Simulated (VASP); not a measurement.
# ScAl3 (R-3m) in VASP: further runs

ScAl3 is run at these levels: PBE; tasks: single point.

Program: VASP 6.6.1. These are calculated values, not measurements. Logs are shortened: lines on timing, memory, paths and dates and some standing lists are left out, and cuts for length are marked.

## 1. The cell of the first run

Symmetry: R-3m, No. 166, trigonal system. Conventional cell: a = 4.865 Å, b = 4.865 Å, c = 10.128 Å, α = 90.00°, β = 90.00°, γ = 120.00°. Sc (site symmetry -3m) has 6 Al at 2.43 Å within 3.2 Å. Al (site symmetry 2/m) has 2 Sc at 2.43 Å and 4 Al at 2.43 Å within 3.2 Å.

## 2. Single point, PBE

INCAR

```
SYSTEM = ScAl3
ALGO = Fast
EDIFF = 1E-6
ENCUT = 520
GGA = PE
ISIF = 2
ISMEAR = 0
LASPH = .TRUE.
LCHARG = .TRUE.
LELF = .TRUE.
LREAL = .FALSE.
LVHAR = .TRUE.
LWAVE = .FALSE.
NBANDS = 18
NELM = 100
PREC = Accurate
SIGMA = 0.15
```

KPOINTS

```
k-points
0
G
  14 14 14
  0 0 0
```

POSCAR

```
ScAl3
1.0
    4.2424066829      0.8026174806      0.8026174806
    0.8026174806      4.2424066829      0.8026174806
    0.8026174806      0.8026174806      4.2424066829
Sc Al
1 3
Direct
    0.0000000000      0.0000000000      0.0000000000
    0.5000000000      0.0000000000      0.5000000000
    0.0000000000      0.5000000000      0.5000000000
    0.5000000000      0.5000000000      0.0000000000
```

Potentials or basis: VASP PAW PBE potentials, release 64 (Sc_sv, Al).

The run is started by

```bash
$ cat potpaw_PBE.64/Sc_sv/POTCAR potpaw_PBE.64/Al/POTCAR > POTCAR
$ mpirun -np 1 vasp_std > vasp.out
```

OUTCAR:

```text
SYSTEM = ScAl3
   EDIFF = 1E-6
   ENCUT = 520
   GGA = PE
   ISIF = 2
   ISMEAR = 0
   LASPH = .TRUE.
   LREAL = .FALSE.
   NELM = 100
   PREC = Accurate

 ion  position               nearest neighbor table
   1  0.000  0.000  0.000-   2 2.43   3 2.43   3 2.43   4 2.43   2 2.43   4 2.43
   2  0.500  0.000  0.500-   1 2.43   4 2.43   3 2.43   4 2.43   1 2.43   3 2.43
   3  0.000  0.500  0.500-   1 2.43   4 2.43   1 2.43   2 2.43   2 2.43   4 2.43
   4  0.500  0.500  0.000-   2 2.43   3 2.43   1 2.43   2 2.43   1 2.43   3 2.43

  LATTYP: Found a trigonal (rhomboedric) cell.
 ALAT       =     4.3916288668
 COS(alpha) =     0.3865030675

  Lattice vectors:

 A1 = (   4.2424066829,   0.8026174806,   0.8026174806)
 A2 = (   0.8026174806,   4.2424066829,   0.8026174806)
 A3 = (   0.8026174806,   0.8026174806,   4.2424066829)

Analysis of symmetry for initial positions (statically):
=====================================================================
 Subroutine PRICEL returns:
 Original cell was already a primitive cell.

 Routine SETGRP: Setting up the symmetry group for a
 trigonal (rhombohedral) supercell.

 Subroutine GETGRP returns: Found 12 space group operations
 (whereof 12 operations were pure point group operations)
 out of a pool of 12 trial point group operations.

The static configuration has the point symmetry D_3d.

Analysis of symmetry for dynamics (positions and initial velocities):
=====================================================================
 Subroutine PRICEL returns:
 Original cell was already a primitive cell.

 Routine SETGRP: Setting up the symmetry group for a
 trigonal (rhombohedral) supercell.

 Subroutine GETGRP returns: Found 12 space group operations
 (whereof 12 operations were pure point group operations)
 out of a pool of 12 trial point group operations.

The dynamic configuration has the point symmetry D_3d.

 Subroutine INISYM returns: Found 12 space group operations
 (whereof 12 operations are pure point group operations),
 and found     1 'primitive' translations

----------------------------------------------------------------------------------------

                                     Primitive cell

  volume of cell :      69.1902

  direct lattice vectors                    reciprocal lattice vectors
     4.242406683  0.802617481  0.802617481     0.250813363 -0.039902126 -0.039902126
     0.802617481  4.242406683  0.802617481    -0.039902126  0.250813363 -0.039902126
     0.802617481  0.802617481  4.242406683    -0.039902126 -0.039902126  0.250813363

  length of vectors
     4.391628867  4.391628867  4.391628867     0.257083065  0.257083065  0.257083065

  position of ions in fractional coordinates (direct lattice)
     0.000000000  0.000000000  0.000000000
     0.500000000  1.000000000  0.500000000
     1.000000000  0.500000000  0.500000000
     0.500000000  0.500000000  1.000000000

  ion indices of the primitive-cell ions
   primitive index   ion index
                 1           1
                 2           2
                 3           3
                 4           4

----------------------------------------------------------------------------------------

 KPOINTS: k-points

Automatic generation of k-mesh.
 Grid dimensions read from file:
 generate k-points for:   14   14   14

 Generating k-lattice:

  Cartesian coordinates                     Fractional coordinates (reciprocal lattice)
     0.017915240 -0.002850152 -0.002850152     0.071428571 -0.000000000  0.000000000
    -0.002850152  0.017915240 -0.002850152    -0.000000000  0.071428571  0.000000000
    -0.002850152 -0.002850152  0.017915240     0.000000000  0.000000000  0.071428571

  Length of vectors
     0.018363076  0.018363076  0.018363076

  Shift w.r.t. Gamma in fractional coordinates (k-lattice)
     0.000000000  0.000000000  0.000000000

 Subroutine IBZKPT returns following result:
 ===========================================

 Found    288 irreducible k-points:

 Following reciprocal coordinates:
            Coordinates               Weight
  0.000000  0.000000  0.000000      1.000000
  0.071429  0.000000  0.000000      6.000000
  0.142857 -0.000000  0.000000      6.000000
  0.214286 -0.000000 -0.000000      6.000000
  0.285714  0.000000  0.000000      6.000000
  0.357143  0.000000  0.000000      6.000000
[... 16 lines left out ...]
  0.214286  0.142857  0.000000     12.000000
  0.285714  0.142857  0.000000     12.000000
 [... further k-points ...]
   k-points           NKPTS =    288   k-points in BZ     NKDIM =    288   number of bands    NBANDS=     18
   number of dos      NEDOS =    301   number of ions     NIONS =      4
   total plane-waves  NPLWV =  46656
   dimension x,y,z NGX =    36 NGY =   36 NGZ =   36
   dimension x,y,z NGXF=    72 NGYF=   72 NGZF=   72
   ions per type =               1   3
   NGX,Y,Z   is equivalent  to a cutoff of  13.63, 13.63, 13.63 a.u.
   NGXF,Y,Z  is equivalent  to a cutoff of  27.26, 27.26, 27.26 a.u.
 SYSTEM =  ScAl3
   PREC   = accura    normal or accurate (medium, high low for compatibility)
   ISTART =      0    job   : 0-new  1-cont  2-samecut
   ICHARG =      2    charge: 1-file 2-atom 10-const
   ISPIN  =      1    spin polarized calculation?
   LNONCOLLINEAR =      F non collinear calculations
   LSORBIT =      F    spin-orbit coupling
   LASPH  =      T    aspherical Exc in radial PAW
   ENCUT  =  520.0 eV  38.22 Ry    6.18 a.u.   8.17  8.17  8.17*2*pi/ulx,y,z
   NELM   =    100;   NELMIN=  2; NELMDL= -5     # of ELM steps
   EDIFF  = 0.1E-05   stopping-criterion for ELM
   LREAL  =      F    real-space projection
   EDIFFG = 0.1E-04   stopping-criterion for IOM
   NSW    =      0    number of steps for IOM
   IBRION =     -1    ionic relax: 0-MD 1-quasi-New 2-CG
   NFREE  =      0    steps in history (QN), initial steepest desc. (CG)
   ISIF   =      2    stress and relaxation
   ISYM   =      2    0-nonsym 1-usesym 2-fastsym
   POTIM  = 0.5000    time-step for ionic-motion
   TEBEG  =    0.0;   TEEND  =   0.0 temperature during run
   PSTRESS=    0.0 pullay stress
   NELECT =      20.0000    total number of electrons
   NUPDOWN=      -1.0000    fix difference up-down
   EMIN   =  10.00;   EMAX   =-10.00  energy-range for DOS
   EFERMI =   0.00;   METHOD = LEGACY
   ISMEAR =     0;   SIGMA  =   0.15  broadening in eV -4-tet -1-fermi 0-gaus
   EFERMI_NEDOS =   21; number of points for ismear=-14 and -15
   IALGO  =     68    algorithm
   IMIX   =      4    mixing-type and parameters
     AMIX     =   0.40;   BMIX     =  1.00
     AMIX_MAG =   1.60;   BMIX_MAG =  1.00
  volume/ion in A,a.u.               =      17.30       116.73
  Fermi-wavevector in a.u.,A,eV,Ry     =   1.082439  2.045513 15.941590  1.171674
  Thomas-Fermi vector in A             =   2.218480
   LORBIT       =      0    0 simple, 1 ext, 2 COOP (PROOUT), +10 PAW based schemes
   GGA     = PE    functional components
   LHFCALC =     F    Hartree Fock is set to
   AEXX    =    0.0000 exact exchange contribution
   IVDW    =     0    specifies the selected vdW correction
   LEPSILON=     F    determine dielectric tensor
   LRPA    =     F    only Hartree local field effects (RPA)
 non-spin polarized calculation
 RMM-DIIS sequential band-by-band and
 Gauss-broadening in eV      SIGMA  =   0.15
  energy-cutoff  :      520.00
  volume of cell :       69.19
 maximum number of plane-waves:      1878
 NGX is ok and might be reduce to    36
   NGX = 17   NGY = 17   NGZ = 17

 number of electron      20.0000002 magnetization

 Free energy of the ion-electron system (eV)
  ---------------------------------------------------
  ext. energy  EPLUGINS =         0.00000000
  ---------------------------------------------------
  free energy    TOTEN  =       -13.21697273 eV

  energy without entropy =      -13.18085085  energy(sigma->0) =      -13.19891179

 E-fermi :   6.3411     XC(G=0): -10.1200

 val. band max:        6.3399208271   @ k =   0.3571   0.3571   0.2143
 cond. band min:       6.3433782666   @ k =  -0.3571  -0.3571   0.0714
 fundamental gap:      0.0034574395
 Fermi energy:         6.3411329461

 k-point     1 :       0.0000    0.0000    0.0000
  band No.  band energies     occupation
      1     -41.6276      2.00000
      2     -20.5126      2.00000
      3     -20.4534      2.00000
      4     -20.4534      2.00000
      5      -3.1020      2.00000
      6       3.7465      2.00000
[... 10 lines left out ...]
     17      10.5860      0.00000
     18      11.0707      0.00000

 k-point     2 :       0.0714    0.0000    0.0000
  band No.  band energies     occupation
      1     -41.6275      2.00000
      2     -20.5129      2.00000
      3     -20.4547      2.00000
      4     -20.4537      2.00000
      5      -3.0492      2.00000
      6       3.3228      2.00000
[... 10 lines left out ...]
     17      10.6737      0.00000
     18      11.6060      0.00000

 k-point     3 :       0.1429   -0.0000    0.0000
  band No.  band energies     occupation
      1     -41.6273      2.00000
      2     -20.5139      2.00000
      3     -20.4582      2.00000
      4     -20.4543      2.00000
      5      -2.8922      2.00000
      6       2.6849      2.00000
[... 10 lines left out ...]
     17      10.9096      0.00000
     18      12.5963      0.00000

 k-point     4 :       0.2143   -0.0000   -0.0000
  band No.  band energies     occupation
      1     -41.6270      2.00000
      2     -20.5152      2.00000
      3     -20.4632      2.00000
      4     -20.4553      2.00000
      5      -2.6346      2.00000
      6       2.0225      2.00000
[... 10 lines left out ...]
     17      11.3105      0.00000
     18      13.2824      0.00000

 k-point     5 :       0.2857    0.0000    0.0000
  band No.  band energies     occupation
      1     -41.6266      2.00000
      2     -20.5169      2.00000
      3     -20.4686      2.00000
      4     -20.4564      2.00000
      5      -2.2831      2.00000
      6       1.3488      2.00000
[... 10 lines left out ...]
     17      11.6070      0.00000
     18      12.4131      0.00000

 k-point     6 :       0.3571    0.0000    0.0000
  band No.  band energies     occupation
      1     -41.6263      2.00000
      2     -20.5185      2.00000
      3     -20.4733      2.00000
      4     -20.4574      2.00000
      5      -1.8491      2.00000
      6       0.6766      2.00000
[... 10 lines left out ...]
     17      11.9089      0.00000
     18      11.9904      0.00000

 k-point     7 :       0.4286   -0.0000   -0.0000
  band No.  band energies     occupation
      1     -41.6261      2.00000
      2     -20.5198      2.00000
      3     -20.4765      2.00000
      4     -20.4581      2.00000
      5      -1.3609      2.00000
      6       0.0405      2.00000
[... 10 lines left out ...]
     17      12.1038      0.00000
     18      12.4386      0.00000

 k-point     8 :       0.5000   -0.0000   -0.0000
  band No.  band energies     occupation
      1     -41.6260      2.00000
      2     -20.5202      2.00000
      3     -20.4776      2.00000
      4     -20.4583      2.00000
      5      -1.0149      2.00000
      6      -0.3559      2.00000
[... 10 lines left out ...]
     17      12.2355      0.00000
     18      12.8035      0.00000
[... 229 lines left out ...]
     17      11.4822      0.00000
     18      12.5028      0.00000

 k-point    20 :      -0.1429    0.0714    0.0000
  band No.  band energies     occupation
      1     -41.6271      2.00000
      2     -20.5141      2.00000
      3     -20.4606      2.00000
      4     -20.4554      2.00000
      5      -2.7734      2.00000
      6       2.3633      2.00000
[... 10 lines left out ...]
     17      11.1984      0.00000
     18      12.7895      0.00000

 k-point    21 :      -0.0714    0.0714    0.0000
  band No.  band energies     occupation
      1     -41.6274      2.00000
      2     -20.5132      2.00000
      3     -20.4567      2.00000
      4     -20.4544      2.00000
      5      -2.9627      2.00000
      6       2.9076      2.00000
[... 10 lines left out ...]
     17      10.7769      0.00000
     18      12.0888      0.00000

 k-point    22 :       0.1429    0.1429    0.0000
  band No.  band energies     occupation
      1     -41.6272      2.00000
      2     -20.5151      2.00000
      3     -20.4573      2.00000
      4     -20.4558      2.00000
      5      -2.8198      2.00000
      6       2.7448      2.00000
[... 10 lines left out ...]
     17      11.1496      0.00000
     18      12.4412      0.00000

 k-point    23 :       0.2143    0.1429    0.0000
  band No.  band energies     occupation
      1     -41.6270      2.00000
      2     -20.5165      2.00000
      3     -20.4605      2.00000
      4     -20.4567      2.00000
      5      -2.6296      2.00000
      6       2.3308      2.00000
[... 10 lines left out ...]
     17      11.5881      0.00000
     18      12.3703      0.00000

 k-point    24 :       0.2857    0.1429    0.0000
  band No.  band energies     occupation
      1     -41.6267      2.00000
      2     -20.5180      2.00000
      3     -20.4650      2.00000
      4     -20.4577      2.00000
      5      -2.3419      2.00000
      6       1.7700      2.00000
[... 10 lines left out ...]
     17      11.9521      0.00000
     18      12.2038      0.00000

 [... further k-points ...]

------------------------ aborting loop because EDIFF is reached ----------------------------------------

  FORCE on cell =-STRESS in cart. coord.  units (eV):
  Direction    XX          YY          ZZ          XY          YZ          ZX
  --------------------------------------------------------------------------------------
  -------------------------------------------------------------------------------------
  Total       16.2796470     16.2796470     16.2796470    -11.8100607    -11.8100607    -11.8100607
  in kB      376.9737922    376.9737922    376.9737922   -273.4754239   -273.4754239   -273.4754239
  external PRESSURE =     376.9737922 kB  Pullay stress =       0.0000000 kB

 VOLUME and BASIS-vectors are now :
 -----------------------------------------------------------------------------
  energy-cutoff  :      520.00
  volume of cell :       69.19
      direct lattice vectors                 reciprocal lattice vectors
     4.242406683  0.802617481  0.802617481     0.250813363 -0.039902126 -0.039902126
     0.802617481  4.242406683  0.802617481    -0.039902126  0.250813363 -0.039902126
     0.802617481  0.802617481  4.242406683    -0.039902126 -0.039902126  0.250813363

 POSITION                                       TOTAL-FORCE (eV/Angst)
 -----------------------------------------------------------------------------------
      0.00000      0.00000      0.00000         0.000000     -0.000000      0.000000
      2.52251      0.80262      2.52251         0.000000      0.000000      0.000000
      0.80262      2.52251      2.52251        -0.000000     -0.000000     -0.000000
      2.52251      2.52251      0.80262        -0.000000      0.000000     -0.000000
 -----------------------------------------------------------------------------------
    total drift:                                0.000000      0.000000      0.000000

  FREE ENERGIE OF THE ION-ELECTRON SYSTEM (eV)
  ---------------------------------------------------
  free  energy   TOTEN  =       -13.2169727252 eV

  energy  without entropy=      -13.1808508542  energy(sigma->0) =      -13.19891179
```

It took 9.9 min on 1 thread of Intel Xeon Platinum 8259CL at 2.50GHz (Skylake/Cascade Lake), shared host; peak memory 0.46 GiB.

What came out:

```
Free energy            : -13.2170 eV
Pressure               : 37.7 GPa
Band gap on the k mesh : zero (bands 10 and 11 overlap by 0.74 eV)
```

Stress tensor (GPa, compression positive):
```
 37.70 -27.35 -27.35
-27.35  37.70 -27.35
-27.35 -27.35  37.70
```

Caveat: the cell stands under pressure.

[end of part 1 of 2]
